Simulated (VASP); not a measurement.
# Al35CdN35 (a cell with a defect) in VASP: notebook, part 2 of 3

VASP 6.6.1.

### Step 3. Single point, PBE

INCAR reads:

```
SYSTEM = Al35CdN35
ALGO     = Normal         ! electronic algorithm
EDIFF    = 1E-7           ! SCF threshold, eV
ENCUT    = 520            ! plane-wave cutoff, eV
GGA      = PE             ! functional
ISIF     = 2              ! what is computed and relaxed
ISMEAR   = -1             ! smearing method
LASPH    = .TRUE.         ! aspherical terms in the spheres
LCHARG   = .TRUE.         ! write CHGCAR
LELF     = .TRUE.         ! ELF
LREAL    = Auto         
LVHAR    = .TRUE.       
LWAVE    = .FALSE.        ! write WAVECAR
NBANDS   = 187            ! bands
NELECT   = 290.0        
NELM     = 80             ! most SCF steps
PREC     = Accurate       ! precision mode
SIGMA    = 0.01           ! smearing width, eV
```

KPOINTS reads:

```
Automatic mesh
0
Gamma
  1 1 1
  0.25 0.25 0.25
```

POSCAR reads:

```
Al35CdN35
1.0
    9.3892708701      0.0000000899      0.0000000000
   -4.6946355101      8.1313470499      0.0000000000
    0.0000000000      0.0000000000     10.0348065900
Al N Cd
35 35 1
Direct
    0.2250902010      0.1117013065      0.2479136294
    0.0919919469      0.1805356224      0.5149705785
    0.2261282187      0.1095100156      0.7520925689
    0.1054152881      0.2101954229      0.9971837023
    0.2256593553      0.4457905011      0.1814725579
    0.0926118289      0.5773034611      0.5147531097
    0.2191978186      0.4425645806      0.7621306671
    0.1055210276      0.5612697391      0.9971910255
    0.2250126167      0.7794526085      0.2478765043
    0.1108120929      0.8884533179      0.4986100098
    0.2261156284      0.7827013104      0.7519648275
    0.1108824827      0.8884812088      1.0009211711
    0.5563619191      0.1112538582      0.2496938994
    0.4484030649      0.2211598135      0.5002969248
    0.5559634979      0.1109994516      0.7500069744
    0.4459916012      0.2208721851      1.0000385774
    0.5584598505      0.4423205833      0.2452980693
    0.5564111052      0.4416467368      0.7528015653
    0.4564034146      0.5612251488      0.9909534036
    0.5584264728      0.7822388150      0.2448163485
    0.4482479814      0.8937612617      0.5002878376
    0.5563553673      0.7806659525      0.7528815864
    0.4459369757      0.8913119214      0.9999644273
    0.8899439229      0.1116121788      0.2487059848
    0.7768719250      0.2214380339      0.5005029754
    0.8829997669      0.1078510347      0.7517908272
    0.7770010048      0.2214718994      1.0008892029
    0.8900148981      0.4442236258      0.2488178332
    0.7747993945      0.5544326878      0.4983616641
    0.8830967688      0.4408709625      0.7517297349
    0.7797687183      0.5564863499      1.0004532469
    0.8898318469      0.7777945299      0.2485596764
    0.7746899095      0.8858025662      0.4983949481
    0.8882840474      0.7769771959      0.7493676267
    0.7797475583      0.8890620214      1.0004187490
    0.2244807720      0.1120281766      0.4398702634
    0.1115468131      0.2194352010      0.1895445331
    0.2231006784      0.1097237963      0.9399009355
    0.1114259267      0.2228040968      0.6952769883
    0.1116619725      0.5577182743      0.1894785135
    0.2194152503      0.4429812123      0.9585116186
    0.1115633955      0.5541628939      0.6950238418
    0.2243840351      0.7791308529      0.4398629072
    0.1126513163      0.8891102171      0.1913660222
    0.2230947386      0.7799285868      0.9397847092
    0.1114243482      0.8884690174      0.6883644580
    0.5570819265      0.1119243007      0.4399619462
    0.4445566423      0.2202087050      0.1884323762
    0.5566952974      0.1116649108      0.9393642629
    0.4450365389      0.2215695071      0.6901032925
    0.5635147733      0.4312362695      0.4309630039
    0.4515630278      0.5586099776      0.1862098457
    0.5591562922      0.4425157159      0.9417847069
    0.4393407864      0.5522969339      0.7182257880
    0.5636445840      0.7995885184      0.4304406996
    0.4445049140      0.8899843468      0.1883663523
    0.5591375200      0.7832308779      0.9419006728
    0.4450636232      0.8889516204      0.6901024333
    0.8922207751      0.1143080427      0.4402292100
    0.7797237096      0.2225691214      0.1912281591
    0.8873437119      0.1102471444      0.9398138977
    0.7779523882      0.2215754706      0.6898468586
    0.8924333769      0.4440755204      0.4402017617
    0.7819301847      0.5564783466      0.1894085397
    0.8874428375      0.4434044146      0.9397341044
    0.7775465438      0.5547658355      0.6884988485
    0.8892887587      0.7777624438      0.4400355675
    0.7819354702      0.8908512763      0.1893033337
    0.8897645564      0.7780496551      0.9394030953
    0.7774032553      0.8879273106      0.6885679391
    0.4366608716      0.5518828499      0.5013649145
```

Potentials or basis: VASP PAW PBE potentials, release 64 (Al, N, Cd).

Launch:

```bash
$ cat potpaw_PBE.64/Al/POTCAR potpaw_PBE.64/N/POTCAR potpaw_PBE.64/Cd/POTCAR > POTCAR
$ mpirun -np 1 vasp_std > vasp.out
```

OUTCAR:

```text
SYSTEM = Al35CdN35
   EDIFF = 1E-7
   ENCUT = 520
   GGA = PE
   ISIF = 2
   ISMEAR = -1
   LASPH = .TRUE.
   LREAL = Auto
   NELECT = 290.0
   NELM = 80
   PREC = Accurate

 ion  position               nearest neighbor table
   1  0.225  0.112  0.248-  48 1.88  37 1.89  44 1.90  36 1.93  16 3.07  12 3.07   4 3.08  10 3.10
                            13 3.11  14 3.12  17 3.12   9 3.12  32 3.14  24 3.15   2 3.16   5 3.20
   2  0.092  0.181  0.515-  59 1.82  36 1.82  39 1.84  10 2.84  33 2.88   3 2.92  26 2.94  24 3.15
                             1 3.16  25 3.17  14 3.18   7 3.27  71 3.37
   3  0.226  0.110  0.752-  38 1.88  50 1.89  46 1.91  39 1.94   2 2.92   4 3.05  16 3.06  11 3.07
                            12 3.08  15 3.09  14 3.11  18 3.11  10 3.11  34 3.15   7 3.16  26 3.21
   4  0.105  0.210  0.997-  61 1.87  38 1.87  37 1.93  41 1.93   5 2.66   7 3.02  35 3.04  12 3.05
                             3 3.05  26 3.06  24 3.07   1 3.08  27 3.14  16 3.15   8 3.30  19 3.30
   5  0.226  0.446  0.181-  52 1.84  40 1.84  37 1.84  41 2.24   4 2.66   8 2.66  19 2.68   1 3.20
                            20 3.21  17 3.21   9 3.21  28 3.22  24 3.22
   6  0.093  0.577  0.515-  63 1.82  43 1.83  42 1.84  10 2.84  29 2.89  11 2.92  30 2.94  28 3.15
                             9 3.16  25 3.17  21 3.17   7 3.27  71 3.36
   7  0.219  0.443  0.762-  54 1.84  42 1.91  39 1.91  41 1.97  19 3.00   4 3.02   8 3.02  30 3.15
[... 1362 lines left out ...]
    156      11.6388      0.00000
    157      11.7400      0.00000
 [bands above 157 left out]

------------------------ aborting loop because EDIFF is reached ----------------------------------------

  FORCE on cell =-STRESS in cart. coord.  units (eV):
  Direction    XX          YY          ZZ          XY          YZ          ZX
  --------------------------------------------------------------------------------------
  -------------------------------------------------------------------------------------
  Total       -7.2132198     -5.4720982     -3.6372597     -3.1815993     -1.0604726     -1.7760544
  in kB      -15.0846894    -11.4435585     -7.6064413     -6.6535388     -2.2177197     -3.7141845
  external PRESSURE =     -11.3782297 kB  Pullay stress =       0.0000000 kB

 VOLUME and BASIS-vectors are now :
 -----------------------------------------------------------------------------
  energy-cutoff  :      520.00
  volume of cell :      766.13
      direct lattice vectors                 reciprocal lattice vectors
     9.389270870  0.000000090  0.000000000     0.106504542  0.061490427  0.000000000
    -4.694635510  8.131347050  0.000000000    -0.000000001  0.122980853  0.000000000
     0.000000000  0.000000000 10.034806590     0.000000000  0.000000000  0.099653141

 POSITION                                       TOTAL-FORCE (eV/Angst)
 -----------------------------------------------------------------------------------
      1.58904      0.90828      2.48777         0.021473     -0.021287     -0.006758
      0.01619      1.46800      5.16763        -0.015107      0.020780      0.012587
      1.60907      0.89046      7.54710         0.026631     -0.015869     -0.002796
      0.00298      1.70917     10.00655        -0.030765      0.017443      0.000213
      0.02595      3.62488      1.82104         0.040422     -0.019634     -0.008394
     -1.84067      4.69425      5.16545        -0.030824      0.022031     -0.005979
[... 63 lines left out ...]
      3.13075      7.22005      6.90965        -0.029468      0.014443     -0.008239
      1.50904      4.48755      5.03110        -0.079233     -0.024921     -0.003521
 -----------------------------------------------------------------------------------
    total drift:                               -0.011823     -0.012857      0.018235

  FREE ENERGIE OF THE ION-ELECTRON SYSTEM (eV)
  ---------------------------------------------------
  free  energy   TOTEN  =      -531.9878716476 eV

  energy  without entropy=     -531.9878716476  energy(sigma->0) =     -531.98787165
```

It took 41 min on 1 thread of Intel Xeon Platinum 8259CL at 2.50GHz (Skylake/Cascade Lake), shared host; peak memory 1.1 GiB.

What came out:

```yaml
Free_energy: -531.9879 eV
Largest_force: 0.182 eV/Å
```

Forces in eV/Å, atoms in the order of the input:
```
Al   0.021 -0.021 -0.007
Al  -0.015  0.021  0.013
Al   0.027 -0.016 -0.003
Al  -0.031  0.017  0.000
Al   0.040 -0.020 -0.008
Al  -0.031  0.022 -0.006
Al   0.033 -0.007  0.004
Al  -0.026  0.021 -0.012
Al   0.035 -0.009 -0.012
Al  -0.031  0.005  0.002
Al   0.036 -0.015  0.005
Al  -0.021  0.010  0.007
Al   0.029 -0.025  0.008
Al  -0.024  0.011 -0.002
Al   0.027 -0.018  0.001
Al  -0.028  0.016 -0.002
Al   0.019 -0.013 -0.008
Al   0.026 -0.012  0.002
Al  -0.037  0.017  0.011
Al   0.025 -0.009  0.024
Al   0.009 -0.002 -0.009
Al   0.023 -0.036  0.008
Al  -0.022  0.006  0.006
Al   0.023 -0.021  0.021
Al  -0.010 -0.016  0.001
Al   0.020 -0.008  0.009
Al  -0.020  0.007 -0.001
Al   0.025 -0.019 -0.007
Al  -0.031  0.029  0.002
Al   0.026 -0.016 -0.002
Al  -0.032  0.013 -0.003
Al   0.016 -0.003 -0.004
Al  -0.063  0.018 -0.008
Al   0.019 -0.017  0.000
Al  -0.031  0.019  0.001
N    0.036 -0.030  0.002
N   -0.025  0.029 -0.007
N    0.045 -0.023 -0.001
N   -0.034  0.004 -0.016
N   -0.050  0.028  0.034
N    0.037 -0.026 -0.012
N   -0.034  0.010  0.000
N    0.035 -0.035  0.002
N   -0.036  0.025 -0.008
N    0.032 -0.025  0.005
N   -0.038  0.027 -0.011
N    0.036  0.002 -0.013
N   -0.037  0.027  0.000
N    0.034 -0.020 -0.002
N   -0.041  0.023  0.005
N    0.133 -0.114 -0.048
N   -0.032  0.002 -0.017
N    0.057 -0.031  0.007
N   -0.050  0.036  0.096
N    0.017  0.091 -0.015
N   -0.048  0.025 -0.014
N    0.036 -0.020 -0.010
N   -0.042  0.020  0.000
N    0.022  0.004 -0.007
N   -0.039  0.029  0.002
N    0.037 -0.013 -0.006
N   -0.043  0.030 -0.003
N    0.038 -0.003  0.002
N   -0.033  0.016  0.005
N    0.035 -0.007  0.002
N   -0.039  0.020  0.000
N    0.054 -0.015  0.007
N   -0.026  0.016  0.005
N    0.046 -0.020 -0.001
N   -0.029  0.014 -0.008
Cd  -0.079 -0.025 -0.004
```

Levels at points of the mesh, in eV from the Fermi level:
```csv
k point,band 141,band 142,band 143,band 144,band 145,band 146,band 147,band 148,band 149,band 150
"(0.25, 0.25, 0.25)",-0.85,-0.77,-0.72,-0.42,-0.30,1.11,4.04,4.25,4.38,4.50
```

Caveat: the cell carries a net charge on a neutralising background, which shifts energy and pressure; the cell is charged against a uniform background, so pressure and absolute levels hang on convention.

### Step 4. Single point, PBE

INCAR reads:

```
PREC     = Accurate       # precision mode
ENCUT    = 520            # plane-wave cutoff, eV
EDIFF    = 1E-7           # SCF threshold, eV
ISMEAR   = -1             # smearing method
SIGMA    = 0.01           # smearing width, eV
LREAL    = Auto         
LASPH    = True           # aspherical terms in the spheres
NELM     = 80             # most SCF steps
ALGO     = Normal         # electronic algorithm
ISIF     = 2              # what is computed and relaxed
LWAVE    = False          # write WAVECAR
LCHARG   = True           # write CHGCAR
GGA      = PE             # functional
LELF     = True           # ELF
LVHAR    = True         
NBANDS   = 187            # bands
```

KPOINTS is that of step 3.

POSCAR reads:

```
Al35CdN35
1.0
    9.3892708692      0.0000000866      0.0000000000
   -4.6946355096      8.1313470524      0.0000000000
    0.0000000000      0.0000000000     10.0348065929
Al N Cd
35 35 1
Direct
    0.2245103573      0.1107602232      0.2503804898
    0.1092932626      0.2145144425      0.5037725827
    0.2234004571      0.1108374402      0.7507158936
    0.1100232524      0.2197890496      1.0003021075
    0.2260157261      0.4458826842      0.2332983623
    0.1089341051      0.5606061369      0.5041171773
    0.2212716093      0.4436427238      0.7558740355
    0.1100123358      0.5563375602      1.0002360483
    0.2244685757      0.7794954574      0.2502732267
    0.1103798407      0.8880699712      0.5008112000
    0.2234268661      0.7787128091      0.7508349340
    0.1111466346      0.8886230181      1.0004187923
    0.5560872094      0.1109269450      0.2508691773
    0.4476460435      0.2226555748      0.5001234676
    0.5555045732      0.1107117494      0.7500045650
    0.4453225008      0.2217716495      0.9999220767
    0.5583552115      0.4432710011      0.2491732511
    0.5548101850      0.4441593782      0.7504262333
    0.4473481653      0.5568130353      0.9947748560
    0.5584560051      0.7810993191      0.2494725038
    0.4477810982      0.8907506063      0.5000606724
    0.5549019936      0.7767052705      0.7503287017
    0.4453490873      0.8896625246      0.9999588860
    0.8892234143      0.1107055270      0.2514593623
    0.7782291382      0.2215931744      0.5005314407
    0.8870458075      0.1093892927      0.7506062181
    0.7778384678      0.2218474037      1.0005862394
    0.8891955198      0.4441237447      0.2511406021
    0.7752860338      0.5547252453      0.4999165661
    0.8869935389      0.4433617970      0.7507145520
    0.7787164418      0.5556791161      1.0001425173
    0.8896536911      0.7776629372      0.2504711549
    0.7751806572      0.8868345637      0.4994919039
    0.8881736649      0.7771107837      0.7497995840
    0.7786954326      0.8890172404      1.0002015494
    0.2232915932      0.1105911561      0.4409781920
    0.1122405958      0.2213744745      0.1923782660
    0.2221420160      0.1109776117      0.9409294335
    0.1107293850      0.2218244905      0.6924475875
    0.1122386503      0.5561930634      0.1921860072
    0.2192856666      0.4429314650      0.9468819450
    0.1107094237      0.5545878332      0.6926313573
    0.2232418262      0.7786681201      0.4409473618
    0.1122299281      0.8887593149      0.1910660521
    0.2221934341      0.7778572274      0.9410190598
    0.1113591187      0.8884492999      0.6909239597
    0.5568251189      0.1114825223      0.4409595521
    0.4446846927      0.2205370697      0.1891927792
    0.5562312283      0.1114204229      0.9402382780
    0.4445903193      0.2213889998      0.6909630369
    0.5625606541      0.4351350097      0.4345626720
    0.4491050385      0.5573816365      0.1876728242
    0.5574044768      0.4433005652      0.9418493000
    0.4413007198      0.5534404705      0.7094426431
    0.5627560625      0.7939884421      0.4345587486
    0.4446913113      0.8894759555      0.1892219213
    0.5574903416      0.7808394727      0.9418459372
    0.4445026034      0.8886706074      0.6909817549
    0.8929110423      0.1135355974      0.4417529231
    0.7792183385      0.2221556550      0.1913912994
    0.8890498647      0.1112492130      0.9409316318
    0.7780440594      0.2216417071      0.6909121802
    0.8923908010      0.4446031269      0.4415009015
    0.7812745749      0.5563033551      0.1897809495
    0.8889750363      0.4441689450      0.9409429286
    0.7777592648      0.5548545977      0.6906144228
    0.8893734762      0.7777900845      0.4409203320
    0.7813109516      0.8902520220      0.1898484596
    0.8893472739      0.7779272243      0.9403310939
    0.7777387626      0.8882523162      0.6905272834
    0.3917694475      0.5286103655      0.4868045245
```

Potentials or basis: VASP PAW PBE potentials, release 64 (Al, N, Cd).

Launch:

```bash
$ cat potpaw_PBE.64/Al/POTCAR potpaw_PBE.64/N/POTCAR potpaw_PBE.64/Cd/POTCAR > POTCAR
$ mpirun -np 1 vasp_std > vasp.out
```

OUTCAR:

```text
PREC = Accurate
   ENCUT = 520
   EDIFF = 1E-7
   ISMEAR = -1
   LREAL = Auto
   LASPH = True
   NELM = 80
   ISIF = 2
   GGA = PE

 ion  position               nearest neighbor table
   1  0.225  0.111  0.250-  48 1.89  44 1.90  37 1.90  36 1.91  16 3.09  12 3.09  14 3.09  10 3.10
                             4 3.10   2 3.10   9 3.11  13 3.11  17 3.13  32 3.14   5 3.14  24 3.15
   2  0.109  0.215  0.504-  59 1.87  36 1.88  39 1.89  71 2.82   3 3.05  26 3.07  10 3.07  24 3.10
[... 1388 lines left out ...]
  Total        3.2364305      4.0081760      8.8764733     -2.1580559     -0.9364727     -1.6139899
  in kB        6.7682049      8.3821224     18.5629784     -4.5130474     -1.9584043     -3.3752662
  external PRESSURE =      11.2377686 kB  Pullay stress =       0.0000000 kB

 VOLUME and BASIS-vectors are now :
 -----------------------------------------------------------------------------
  energy-cutoff  :      520.00
  volume of cell :      766.13
      direct lattice vectors                 reciprocal lattice vectors
     9.389270869  0.000000087  0.000000000     0.106504542  0.061490427  0.000000000
    -4.694635510  8.131347052  0.000000000    -0.000000001  0.122980853  0.000000000
     0.000000000  0.000000000 10.034806593     0.000000000  0.000000000  0.099653141

 POSITION                                       TOTAL-FORCE (eV/Angst)
 -----------------------------------------------------------------------------------
      1.58801      0.90063      2.51252         0.030300     -0.019815      0.008727
      0.01912      1.74429      5.05526         0.018318     -0.007695      0.027372
      1.57723      0.90126      7.53329         0.026419     -0.012575     -0.003183
      0.00121      1.78718      0.00303        -0.027640      0.013829      0.002834
      0.02887      3.62563      2.34110         0.025854     -0.007477     -0.010981
     -1.60903      4.55848      5.05872        -0.013469      0.015604     -0.032623
[... 63 lines left out ...]
      3.13238      7.22269      6.92931        -0.042704      0.024499     -0.019421
      1.19680      4.29831      4.88499        -0.076404     -0.007351     -0.031345
 -----------------------------------------------------------------------------------
    total drift:                               -0.002363     -0.002475      0.032508

  FREE ENERGIE OF THE ION-ELECTRON SYSTEM (eV)
  ---------------------------------------------------
  free  energy   TOTEN  =      -518.6487846477 eV

  energy  without entropy=     -518.6487846477  energy(sigma->0) =     -518.64878465
```

Wall time 42 min (1 thread of Intel Xeon Platinum 8259CL at 2.50GHz (Skylake/Cascade Lake), shared host); peak memory 1.1 GiB.

Results:

* Free energy: -518.6488 eV
* Pressure: 1.1 GPa
* Largest force: 0.118 eV/Å
* Band gap on the k mesh: 3.49 eV

Forces in eV/Å, atoms in the order of the input:
```
Al   0.030 -0.020  0.009
Al   0.018 -0.008  0.027
Al   0.026 -0.013 -0.003
Al  -0.028  0.014  0.003
Al   0.026 -0.007 -0.011
Al  -0.013  0.016 -0.033
Al   0.022 -0.009  0.007
Al  -0.018  0.009  0.002
Al   0.025 -0.014  0.022
Al   0.016  0.030 -0.025
Al   0.025 -0.015 -0.003
Al  -0.024  0.017  0.002
Al   0.021 -0.010  0.003
Al  -0.019  0.023 -0.012
Al   0.023 -0.013  0.000
Al  -0.026  0.017  0.000
Al   0.029 -0.015  0.011
Al   0.037 -0.013 -0.001
Al  -0.025  0.010 -0.001
Al   0.022 -0.023 -0.046
Al  -0.085  0.015  0.015
Al   0.020 -0.024  0.013
Al  -0.026  0.013  0.003
Al   0.027 -0.007 -0.026
Al  -0.051  0.047  0.005
Al   0.026 -0.006  0.010
Al  -0.027  0.012  0.003
Al   0.022 -0.011  0.019
Al  -0.007 -0.029 -0.029
Al   0.024 -0.013 -0.007
Al  -0.029  0.012  0.001
Al   0.030 -0.016 -0.001
Al   0.051 -0.038  0.062
Al   0.031 -0.027  0.002
Al  -0.023  0.018  0.001
N    0.016 -0.035  0.012
N   -0.033  0.016 -0.002
N    0.042 -0.026  0.004
N   -0.023  0.012  0.004
N   -0.042  0.023  0.016
N    0.043 -0.020 -0.004
N   -0.029  0.012  0.006
N   -0.001 -0.009  0.017
N   -0.042  0.025 -0.005
N    0.037 -0.026 -0.004
N   -0.038  0.020  0.004
N    0.050 -0.017 -0.006
N   -0.037  0.024 -0.006
N    0.039 -0.024 -0.001
N   -0.039  0.016  0.009
N    0.100 -0.063 -0.007
N   -0.028  0.012 -0.017
N    0.047 -0.026  0.003
N   -0.030  0.029  0.063
N    0.019  0.033 -0.010
N   -0.034  0.021 -0.004
N    0.039 -0.026 -0.012
N   -0.026  0.020 -0.002
N   -0.033  0.010 -0.046
N   -0.034  0.018  0.001
N    0.037 -0.021  0.002
N   -0.035  0.019 -0.003
N    0.022  0.020  0.007
N   -0.039  0.022 -0.006
N    0.038 -0.019  0.007
N   -0.041  0.027  0.006
N    0.023 -0.005  0.001
N   -0.040  0.020  0.006
N    0.039 -0.020 -0.001
N   -0.043  0.024 -0.019
Cd  -0.076 -0.007 -0.031
```

[end of part 2 of 3]
